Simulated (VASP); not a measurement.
Runs of VASP 6.6.1 on Si. The structure is that of space group Fd-3m (No. 227), or close to it. The cells are those of the table. 

```tsv
cell	gap on the mesh (eV)	pressure (GPa)
a = 3.784 Å, angles 60.0°, 2 atoms	0.62	6.7
a = 3.717 Å, angles 60.0°, 2 atoms	0.49	13.7
a = 3.850 Å, angles 60.0°, 2 atoms	(a)	(b)
a = 3.974 Å, angles 60.0°, 2 atoms	0.86	-6.1
a = 3.913 Å, angles 60.0°, 2 atoms	0.80	-2.9
```

Alike in all rows: task single point; level PBE; potentials or basis VASP PAW PBE potentials, release 64 (Si); no spin polarisation; k mesh 6 × 6 × 6; cutoff (eV) 520; smearing gaussian 0.01 eV.

**Question.** Fill in the values left out.

**Answer.** (a) 0.72; (b) 1.3.

A k mesh can miss the band edges.
